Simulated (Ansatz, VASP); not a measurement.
# One calculation of Ru, two programs

The input INCAR:

```
ALGO = Normal ; EDIFF = 1E-6
ENCUT = 520 ; GGA = PS
ISIF = 2 ; ISMEAR = 1
KPAR = 2 ; LASPH = T
LCHARG = F ; LREAL = Auto
LWAVE = F ; NBANDS = 276
NCORE = 2 ; NELM = 100
PREC = Accurate ; SIGMA = 0.1
```

The input KPOINTS:

```
k-points
0
Gamma
  2 2 2
```

POSCAR

```
Ru
1.0
    8.1680144712      0.0000000871      0.0000000000
   -4.0840073110      7.0737079870      0.0000000000
    0.0000000000      0.0000000000      8.5740128135
Ru
36
Direct
    0.1111111111      0.2222222222      0.1250000000
    0.2222222222      0.1111111111      0.3750000000
    0.1111111111      0.2222222222      0.6250000000
    0.2222222222      0.1111111111      0.8750000000
    0.1111111111      0.5555555556      0.1250000000
    0.2222222222      0.4444444444      0.3750000000
    0.1111111111      0.5555555556      0.6250000000
    0.2222222222      0.4444444444      0.8750000000
    0.1111111111      0.8888888889      0.1250000000
    0.2222222222      0.7777777778      0.3750000000
    0.1111111111      0.8888888889      0.6250000000
    0.2222222222      0.7777777778      0.8750000000
    0.4444444444      0.2222222222      0.1250000000
    0.5555555556      0.1111111111      0.3750000000
    0.4444444444      0.2222222222      0.6250000000
    0.5555555556      0.1111111111      0.8750000000
    0.4444444444      0.5555555556      0.1250000000
    0.5555555556      0.4444444444      0.3750000000
    0.4444444444      0.5555555556      0.6250000000
    0.5555555556      0.4444444444      0.8750000000
    0.4444444444      0.8888888889      0.1250000000
    0.5555555556      0.7777777778      0.3750000000
    0.4444444444      0.8888888889      0.6250000000
    0.5555555556      0.7777777778      0.8750000000
    0.7777777778      0.2222222222      0.1250000000
    0.8888888889      0.1111111111      0.3750000000
    0.7777777778      0.2222222222      0.6250000000
    0.8888888889      0.1111111111      0.8750000000
    0.7777777778      0.5555555556      0.1250000000
    0.8888888889      0.4444444444      0.3750000000
    0.7777777778      0.5555555556      0.6250000000
    0.8888888889      0.4444444444      0.8750000000
    0.7777777778      0.8888888889      0.1250000000
    0.8888888889      0.7777777778      0.3750000000
    0.7777777778      0.8888888889      0.6250000000
    0.8888888889      0.7777777778      0.8750000000
```

Input for Ansatz:

```yaml
crystal:
  lattice:
    - [8.1680144712, 8.71e-08, 0.0]
    - [-4.084007311, 7.073707987, 0.0]
    - [0.0, 0.0, 8.5740128135]
  atoms:
    - { symbol: Ru, position: [0.1111111111, 0.2222222222, 0.125] }
    - { symbol: Ru, position: [0.2222222222, 0.1111111111, 0.375] }
    - { symbol: Ru, position: [0.1111111111, 0.2222222222, 0.625] }
    - { symbol: Ru, position: [0.2222222222, 0.1111111111, 0.875] }
    - { symbol: Ru, position: [0.1111111111, 0.5555555556, 0.125] }
    - { symbol: Ru, position: [0.2222222222, 0.4444444444, 0.375] }
    - { symbol: Ru, position: [0.1111111111, 0.5555555556, 0.625] }
    - { symbol: Ru, position: [0.2222222222, 0.4444444444, 0.875] }
    - { symbol: Ru, position: [0.1111111111, 0.8888888889, 0.125] }
    - { symbol: Ru, position: [0.2222222222, 0.7777777778, 0.375] }
    - { symbol: Ru, position: [0.1111111111, 0.8888888889, 0.625] }
    - { symbol: Ru, position: [0.2222222222, 0.7777777778, 0.875] }
    - { symbol: Ru, position: [0.4444444444, 0.2222222222, 0.125] }
    - { symbol: Ru, position: [0.5555555556, 0.1111111111, 0.375] }
    - { symbol: Ru, position: [0.4444444444, 0.2222222222, 0.625] }
    - { symbol: Ru, position: [0.5555555556, 0.1111111111, 0.875] }
    - { symbol: Ru, position: [0.4444444444, 0.5555555556, 0.125] }
    - { symbol: Ru, position: [0.5555555556, 0.4444444444, 0.375] }
    - { symbol: Ru, position: [0.4444444444, 0.5555555556, 0.625] }
    - { symbol: Ru, position: [0.5555555556, 0.4444444444, 0.875] }
    - { symbol: Ru, position: [0.4444444444, 0.8888888889, 0.125] }
    - { symbol: Ru, position: [0.5555555556, 0.7777777778, 0.375] }
    - { symbol: Ru, position: [0.4444444444, 0.8888888889, 0.625] }
    - { symbol: Ru, position: [0.5555555556, 0.7777777778, 0.875] }
    - { symbol: Ru, position: [0.7777777778, 0.2222222222, 0.125] }
    - { symbol: Ru, position: [0.8888888889, 0.1111111111, 0.375] }
    - { symbol: Ru, position: [0.7777777778, 0.2222222222, 0.625] }
    - { symbol: Ru, position: [0.8888888889, 0.1111111111, 0.875] }
    - { symbol: Ru, position: [0.7777777778, 0.5555555556, 0.125] }
    - { symbol: Ru, position: [0.8888888889, 0.4444444444, 0.375] }
    - { symbol: Ru, position: [0.7777777778, 0.5555555556, 0.625] }
    - { symbol: Ru, position: [0.8888888889, 0.4444444444, 0.875] }
    - { symbol: Ru, position: [0.7777777778, 0.8888888889, 0.125] }
    - { symbol: Ru, position: [0.8888888889, 0.7777777778, 0.375] }
    - { symbol: Ru, position: [0.7777777778, 0.8888888889, 0.625] }
    - { symbol: Ru, position: [0.8888888889, 0.7777777778, 0.875] }
basis:
  ecutwfc: 420
  xc_grid: 2
hamiltonian:
  xc: pbesol
  pseudopotentials: { kind: paw, azcp: { folder: soft_1 } }
kpoints:
  mp_grid: { grid: [2, 2, 2] }
scf:
  occupations: { method: methfessel_paxton, width: 0.1 }
  max_iter: 120
output:
  forces: true
  stress: true
```

Alike in both runs: task single point; functional PBEsol; k mesh 2 × 2 × 2; occupations methfessel-paxton of order 1, width 0.1 eV; no spin polarisation.

|  | VASP | Ansatz |
| --- | --- | --- |
| version | VASP 6.6.1 | Ansatz 0.2.0 |
| potentials or method | VASP PAW PBE potentials, release 64 (Ru_pv), cutoff 520 eV | plane-wave PAW DFT |
| valence electrons in the cell | 504 | 576 |

|  | VASP | Ansatz | Ansatz less VASP |
| --- | --- | --- | --- |
| pressure (GPa) | -9.9 | -9.7 | +0.17 |
| traceless stress, the component that is largest in VASP (GPa) | -2.99 | -2.97 | +0.017 |

VASP's potentials were made for PBE, not for PBEsol, and Ansatz warns of the same on its side. The functional is the same, so the differences come from potentials, cutoffs and numerics. VASP's potentials hold 504 valence electrons a cell and Ansatz's 576, so a difference there can come from the potentials and not from the codes.

The k mesh is coarse, so the values compare programs but aren't converged.
